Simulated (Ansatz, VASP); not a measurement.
## Ti in VASP and in Ansatz

```xyz
2
Lattice="0.0000 2.8205 2.8205 2.8205 0.0000 2.8205 2.8205 2.8205 0.0000" Properties=species:S:1:pos:R:3 pbc="T T T"
Ti    0.7051    0.7051    0.7051
Ti    4.9358    4.9358    4.9358
```

Alike in both runs: task single point; functional r2SCAN; k mesh 11 × 11 × 11; occupations fermi-dirac, width 0.1 eV; no spin polarisation.

```csv
,VASP,Ansatz
version,VASP 6.6.1,Ansatz 0.2.0
potentials or method,"VASP PAW PBE potentials, release 64 (Ti_sv), cutoff 520 eV","plane waves (500 eV) with PAW, scalar-relativistic"
valence electrons in the cell,24,24
```

```csv
,VASP,Ansatz,Ansatz less VASP
pressure (GPa),-0.9,-1.2,-0.31
```

VASP's potentials were made for PBE, not for r2SCAN.
